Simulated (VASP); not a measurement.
Input of a VASP 6.6.1 run:

INCAR

```
SYSTEM = Si
PREC = Accurate
ENCUT = 520
EDIFF = 1E-6
ISMEAR = 0
SIGMA = 0.1
LREAL = .FALSE.
LASPH = .TRUE.
NELM = 80
ALGO = Normal
ISIF = 2
LWAVE = .FALSE.
LCHARG = .FALSE.
LDIPOL = .TRUE.
IDIPOL = 3
DIPOL = 0.5 0.5 0.372
GGA = PE
IVDW = 12
NBANDS = 16
```

KPOINTS

```
Automatic mesh
0
G
  9 9 1
  0 0 0
```

File POSCAR:

```
Si
1.0
    3.8475254748      0.0000000000      0.0000000000
   -1.9237627374      3.3320548028      0.0000000000
    0.0000000000      0.0000000000     18.4415958287
Si
4
Direct
    0.3333333333      0.6666666667      0.2695427207
    0.6666666667      0.3333333333      0.2440135898
    0.8888888889      0.1111111111      0.4995010147
    0.5555555556      0.4444444444      0.4739718838
```

Potentials or basis: VASP PAW PBE potentials, release 64 (Si).

Launch:

```bash
$ cat potpaw_PBE.64/Si/POTCAR > POTCAR
$ mpirun -np 1 vasp_std > vasp.out
```

Q: What does it give for the dispersion energy per atom?

A: -0.250 eV.

Q: Estimate the largest force.

A: 0.204 eV/Å.

Forces in eV/Å, atoms in the order of the input:
```
Si  -0.003  0.001  0.171
Si  -0.004  0.002  0.052
Si   0.010 -0.006 -0.018
Si  -0.003  0.002 -0.204
```
